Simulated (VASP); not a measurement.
# Ge (Fd-3m) in VASP: a series of runs

Aim: see how the results for Ge move with the level of theory and the settings. Levels: RPBE, revPBE+D3(BJ), BLYP+D4. Tasks: single point.

Program: VASP 6.6.1. These are calculated values, not measurements. Logs are shortened: lines on timing, memory, paths and dates and some standing lists are left out, and cuts for length are marked.

**Experimental background.**

From “Temperature-dependent photoluminescence in Ge: experiment and theory”, 2020, arxiv:2003.00143, for a bulk crystal of Ge at 0 K: band gap 0.744 eV (indirect).

“Electronic and optical properties of SixGe1-x-ySny alloys lattice-matched to Ge”, 2021, arxiv:2109.02782 reports, for a bulk crystal of Ge at 293 K: band gap 0.666 eV (indirect).

The runs below are set against these values where they give the same quantity.

**1. The cell of the first run**

It takes space group Fd-3m (No. 227, cubic). Conventional cell: a = 5.695 Å, b = 5.695 Å, c = 5.695 Å, α = 90.00°, β = 90.00°, γ = 90.00°. Ge (site symmetry -43m) has 4 Ge at 2.47 Å within 3.3 Å.

**2. Single point, RPBE**

File INCAR:

```
SYSTEM = Ge
PREC = Accurate
ENCUT = 520
EDIFF = 1E-7
ISMEAR = -1
SIGMA = 0.05
LREAL = .FALSE.
LASPH = .TRUE.
NELM = 80
ALGO = Normal
ISIF = 2
LWAVE = .FALSE.
LCHARG = .TRUE.
GGA = RP
LELF = .TRUE.
LVHAR = .TRUE.
NBANDS = 21
```

File KPOINTS:

```
Automatic mesh
0
G
  8 8 8
  0 0 0
```

File POSCAR:

```
Ge
1.0
    0.0000000000      2.8476450493      2.8476450493
    2.8476450493      0.0000000000      2.8476450493
    2.8476450493      2.8476450493      0.0000000000
Ge
2
Direct
    0.7500000000      0.7500000000      0.7500000000
    0.5000000000      0.5000000000      0.5000000000
```

Potentials or basis: VASP PAW PBE potentials, release 64 (Ge_d).

Command:

```
> cat potpaw_PBE.64/Ge_d/POTCAR > POTCAR
> mpirun -np 1 vasp_std > vasp.out
```

OUTCAR:

```text
SYSTEM = Ge
   PREC = Accurate
   ENCUT = 520
   EDIFF = 1E-7
   ISMEAR = -1
   LREAL = .FALSE.
   LASPH = .TRUE.
   NELM = 80
   ISIF = 2
   GGA = RP

 ion  position               nearest neighbor table
   1  0.750  0.750  0.750-   2 2.47   2 2.47   2 2.47   2 2.47
   2  0.500  0.500  0.500-   1 2.47   1 2.47   1 2.47   1 2.47

  LATTYP: Found a face centered cubic cell.
 ALAT       =     5.6952900986

  Lattice vectors:

 A1 = (   0.0000000000,   2.8476450493,   2.8476450493)
 A2 = (   2.8476450493,   0.0000000000,   2.8476450493)
 A3 = (   2.8476450493,   2.8476450493,   0.0000000000)

Analysis of symmetry for initial positions (statically):
=====================================================================
 Subroutine PRICEL returns:
 Original cell was already a primitive cell.

 Routine SETGRP: Setting up the symmetry group for a
 face centered cubic supercell.

 Subroutine GETGRP returns: Found 48 space group operations
 (whereof 24 operations were pure point group operations)
 out of a pool of 48 trial point group operations.

The static configuration has the point symmetry T_d .
 The point group associated with its full space group is O_h .

Analysis of symmetry for dynamics (positions and initial velocities):
=====================================================================
 Subroutine PRICEL returns:
 Original cell was already a primitive cell.

 Routine SETGRP: Setting up the symmetry group for a
 face centered cubic supercell.

 Subroutine GETGRP returns: Found 48 space group operations
 (whereof 24 operations were pure point group operations)
 out of a pool of 48 trial point group operations.

The dynamic configuration has the point symmetry T_d .
 The point group associated with its full space group is O_h .

 Subroutine INISYM returns: Found 48 space group operations
 (whereof 24 operations are pure point group operations),
 and found     1 'primitive' translations

----------------------------------------------------------------------------------------

                                     Primitive cell

  volume of cell :      46.1836

  direct lattice vectors                    reciprocal lattice vectors
     0.000000000  2.847645049  2.847645049    -0.175583681  0.175583681  0.175583681
     2.847645049  0.000000000  2.847645049     0.175583681 -0.175583681  0.175583681
     2.847645049  2.847645049  0.000000000     0.175583681  0.175583681 -0.175583681
[... 80 lines left out ...]
   LSORBIT =      F    spin-orbit coupling
   LASPH  =      T    aspherical Exc in radial PAW
   ENCUT  =  520.0 eV  38.22 Ry    6.18 a.u.   7.49  7.49  7.49*2*pi/ulx,y,z
   NELM   =     80;   NELMIN=  2; NELMDL= -5     # of ELM steps
   EDIFF  = 0.1E-06   stopping-criterion for ELM
   LREAL  =      F    real-space projection
   EDIFFG = 0.1E-05   stopping-criterion for IOM
   NSW    =      0    number of steps for IOM
   IBRION =     -1    ionic relax: 0-MD 1-quasi-New 2-CG
   NFREE  =      0    steps in history (QN), initial steepest desc. (CG)
   ISIF   =      2    stress and relaxation
   ISYM   =      2    0-nonsym 1-usesym 2-fastsym
   POTIM  = 0.5000    time-step for ionic-motion
   TEBEG  =    0.0;   TEEND  =   0.0 temperature during run
   PSTRESS=    0.0 pullay stress
   NELECT =      28.0000    total number of electrons
   NUPDOWN=      -1.0000    fix difference up-down
   EMIN   =  10.00;   EMAX   =-10.00  energy-range for DOS
   EFERMI =   0.00;   METHOD = LEGACY
   ISMEAR =    -1;   SIGMA  =   0.05  broadening in eV -4-tet -1-fermi 0-gaus
   EFERMI_NEDOS =   21; number of points for ismear=-14 and -15
   IALGO  =     38    algorithm
   IMIX   =      4    mixing-type and parameters
     AMIX     =   0.40;   BMIX     =  1.00
     AMIX_MAG =   1.60;   BMIX_MAG =  1.00
  volume/ion in A,a.u.               =      23.09       155.83
  Fermi-wavevector in a.u.,A,eV,Ry     =   1.385580  2.618367 26.120905  1.919832
  Thomas-Fermi vector in A             =   2.509977
   LORBIT       =      0    0 simple, 1 ext, 2 COOP (PROOUT), +10 PAW based schemes
   GGA     = RP    functional components
   LHFCALC =     F    Hartree Fock is set to
   AEXX    =    0.0000 exact exchange contribution
   IVDW    =     0    specifies the selected vdW correction
   LEPSILON=     F    determine dielectric tensor
   LRPA    =     F    only Hartree local field effects (RPA)
 non-spin polarized calculation
  energy-cutoff  :      520.00
  volume of cell :       46.18
 maximum number of plane-waves:      1265
 NGX is ok and might be reduce to    30
   NGX = 15   NGY = 15   NGZ = 15

 number of electron      28.0000006 magnetization

 Free energy of the ion-electron system (eV)
  ---------------------------------------------------
  ext. energy  EPLUGINS =         0.00000000
  ---------------------------------------------------
  free energy    TOTEN  =        -8.32371553 eV

  energy without entropy =       -8.32309235  energy(sigma->0) =       -8.32340394

 E-fermi :   4.9521     XC(G=0):  -9.6523

 val. band max:        4.9127220580   @ k =   0.0000   0.0000   0.0000
 cond. band min:       5.1226226143   @ k =   0.5000   0.0000   0.0000
 fundamental gap:      0.2099005563
 Fermi energy:         4.9521082278

 k-point     1 :       0.0000    0.0000    0.0000
  band No.  band energies     occupation
      1     -19.8997      2.00000
      2     -19.8997      2.00000
      3     -19.8997      2.00000
      4     -19.8655      2.00000
      5     -19.8655      2.00000
      6     -19.6661      2.00000
[... 565 lines left out ...]
     20      15.9171      0.00000
     21      16.3330      0.00000

 [... further k-points ...]

------------------------ aborting loop because EDIFF is reached ----------------------------------------

  FORCE on cell =-STRESS in cart. coord.  units (eV):
  Direction    XX          YY          ZZ          XY          YZ          ZX
  --------------------------------------------------------------------------------------
  -------------------------------------------------------------------------------------
  Total        1.0953016      1.0953016      1.0953016      0.0000000      0.0000000      0.0000000
  in kB       37.9976519     37.9976519     37.9976519      0.0000000      0.0000000      0.0000000
  external PRESSURE =      37.9976519 kB  Pullay stress =       0.0000000 kB

 VOLUME and BASIS-vectors are now :
 -----------------------------------------------------------------------------
  energy-cutoff  :      520.00
  volume of cell :       46.18
      direct lattice vectors                 reciprocal lattice vectors
     0.000000000  2.847645049  2.847645049    -0.175583681  0.175583681  0.175583681
     2.847645049  0.000000000  2.847645049     0.175583681 -0.175583681  0.175583681
     2.847645049  2.847645049  0.000000000     0.175583681  0.175583681 -0.175583681

 POSITION                                       TOTAL-FORCE (eV/Angst)
 -----------------------------------------------------------------------------------
      4.27147      4.27147      4.27147         0.000000      0.000000      0.000000
      2.84765      2.84765      2.84765        -0.000000     -0.000000     -0.000000
 -----------------------------------------------------------------------------------
    total drift:                                0.000000     -0.000000      0.000000

  FREE ENERGIE OF THE ION-ELECTRON SYSTEM (eV)
  ---------------------------------------------------
  free  energy   TOTEN  =        -8.3237155254 eV

  energy  without entropy=       -8.3230923461  energy(sigma->0) =       -8.32340394
```

OSZICAR:

```text
N       E                     dE             d eps       ncg     rms          rms(c)
DAV:   1     0.193009728701E+03    0.19301E+03   -0.14690E+04  1393   0.360E+03
DAV:   2     0.193932358492E+02   -0.17362E+03   -0.16770E+03  1228   0.634E+02
DAV:   3    -0.746634579228E+01   -0.26860E+02   -0.26694E+02  1408   0.143E+02
DAV:   4    -0.835899332214E+01   -0.89265E+00   -0.89223E+00  1388   0.306E+01
DAV:   5    -0.837363949234E+01   -0.14646E-01   -0.14646E-01  1363   0.434E+00    0.332E+00
DAV:   6    -0.833488541873E+01    0.38754E-01   -0.19892E-02  1448   0.150E+00    0.197E+00
DAV:   7    -0.832033563150E+01    0.14550E-01   -0.43936E-02  1357   0.204E+00    0.169E-01
DAV:   8    -0.832317528718E+01   -0.28397E-02   -0.64971E-03  1373   0.934E-01    0.475E-02
DAV:   9    -0.832362026216E+01   -0.44497E-03   -0.53826E-04  1323   0.201E-01    0.177E-02
DAV:  10    -0.832370730955E+01   -0.87047E-04   -0.15670E-04  1358   0.105E-01    0.822E-03
DAV:  11    -0.832371562478E+01   -0.83152E-05   -0.28693E-05  1313   0.618E-02    0.229E-03
DAV:  12    -0.832371552537E+01    0.99416E-07   -0.95645E-07  1371   0.127E-02
   1 F= -.83237155E+01 E0= -.83234039E+01  d E =-.623179E-03
```

Run time: 18 s. Hardware: 1 thread of Intel Xeon 6975P-C (Granite Rapids), shared host; peak memory 0.17 GiB.

Results:

- Free energy: -8.3237 eV
- Pressure: 3.8 GPa
- Band gap on the k mesh: zero (filled and empty bands touch)

Levels at points of the mesh, in eV from the Fermi level:
```
           k point  band 12  band 13  band 14  band 15  band 16  band 17
(0.00, 0.00, 0.00)    -0.07    -0.04    -0.04    -0.04     2.52     2.52
(0.50, 0.00, 0.00)    -7.51    -1.41    -1.41     0.17     3.72     3.72
(0.50, 0.50, 0.00)    -8.82    -3.04    -3.04     0.82     0.82     9.36
```

Caveat: the PAW data sets were made with another functional, which shifts forces and pressure a little.

**3. Single point, revPBE+D3(BJ)**

File INCAR:

```
  ALGO = Normal
  EDIFF = 1E-6
  ENCUT = 520
  GGA = RE
  ISIF = 2
  ISMEAR = -1
  IVDW = 12
  LASPH = True
  LCHARG = True
  LELF = True
  LREAL = False
  LVHAR = True
  LWAVE = False
  NBANDS = 21
  NELM = 100
  PREC = Accurate
  SIGMA = 0.05
```

File KPOINTS:

```
k-points
0
Gamma
  8 8 8
```

POSCAR is that of step 2.

Potentials or basis: VASP PAW PBE potentials, release 64 (Ge_d).

Command:

```
> cat potpaw_PBE.64/Ge_d/POTCAR > POTCAR
> mpirun -np 1 vasp_std > vasp.out
```

It took 17 s on 1 thread of Intel Xeon 6975P-C (Granite Rapids), shared host; peak memory 0.17 GiB.

The run converged. Its results:

```yaml
Free_energy: -9.5491 eV
Pressure: -0.7 GPa
Band_gap_on_the_k_mesh: zero (filled and empty bands touch)
Dispersion_energy_per_atom: -0.558 eV
```

Levels at points of the mesh, in eV from the Fermi level:
```
           k point  band 11  band 12  band 13  band 14  band 15  band 16  band 17  band 18
(0.00, 0.00, 0.00)   -12.63    -0.09    -0.03    -0.03    -0.03     2.52     2.52     2.52
(0.50, 0.00, 0.00)   -10.59    -7.51    -1.41    -1.41     0.16     3.72     3.72     7.20
(0.50, 0.50, 0.00)    -8.82    -8.82    -3.03    -3.03     0.80     0.80     9.36     9.36
```

Caveat: the PAW data sets were made with another functional, which shifts forces and pressure a little; pairwise dispersion overbinds metals, which lowers pressure and volume.

(Continued in part 2 of 2.)
